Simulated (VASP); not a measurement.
C18N, 19 atoms in the cell. The cell holds a slab with vacuum, 19 atoms: a = 7.398 Å, b = 7.398 Å, c = 13.000 Å, α = 90.00°, β = 90.00°, γ = 120.00°. 

| Property | Result |
| --- | --- |
| Program | VASP 6.6.1 |
| Task | single point |
| Functional | LDA |
| Potentials or basis | VASP PAW LDA potentials, release 64 (C, N) |
| Cutoff | 520 eV |
| k mesh | 2 × 2 × 1 |
| Occupations | gaussian, width 0.02 eV |
| Spin | collinear spin, ferromagnetic start |
| Starting moments | [0.0, 0.0, 0.0, 0.0, 0.0, 0.0, 0.0, 0.0, 0.0, 0.0, 0.0, 0.0, 0.0, 0.0, 0.0, 0.0, 0.0, 0.0, 0.25] μB |
| Dipole correction | no |
| Further INCAR settings | LREAL = Auto; ALGO = Normal; EDIFF = 1e-06; NBANDS = 58 |

Potentials or basis: VASP PAW LDA potentials, release 64 (C, N).

Run with:

```console
$ cat potpaw_LDA.64/C/POTCAR potpaw_LDA.64/N/POTCAR > POTCAR
$ mpirun -np 1 vasp_std > vasp.out
```

Hardware: 1 thread of Intel Xeon 8259CL, with other jobs on the host.

Q: How long does it take, and how much memory?

A: Wall time 14 min on 1 thread of Intel Xeon 8259CL (shared host), peak memory 0.62 GiB. Counts: scf iterations 28, k points 4.
